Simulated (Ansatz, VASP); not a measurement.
# One calculation of Pb, two programs

```
Pb
1.0
     0.00000    3.45627    3.45627
     3.45627    0.00000    3.45627
     3.45627    3.45627    0.00000
Pb
2
Direct
  0.12500 0.12500 0.12500
  0.87500 0.87500 0.87500
```

Alike in both runs: functional PBEsol; k mesh 8 × 8 × 8; occupations fermi-dirac, width 0.1 eV; no spin polarisation.

Ansatz relaxed the structure, and its values are those at the end. VASP's run is a single point on that final structure, the one shown.

|  | VASP | Ansatz |
| --- | --- | --- |
| version | VASP 6.6.1 | Ansatz 0.2.0 |
| potentials or method | VASP PAW PBE potentials, release 64 (Pb_d), cutoff 520 eV | plane waves (420 eV) with PAW, scalar-relativistic |
| valence electrons in the cell | 28 | 28 |

```csv
,VASP,Ansatz,Ansatz less VASP
pressure (GPa),-0.1,0.0,+0.07
```

VASP's potentials were made for PBE, not for PBEsol, and Ansatz warns of the same on its side. The functional is the same, so the differences come from potentials, cutoffs and numerics.

Neither program's run includes spin-orbit coupling.
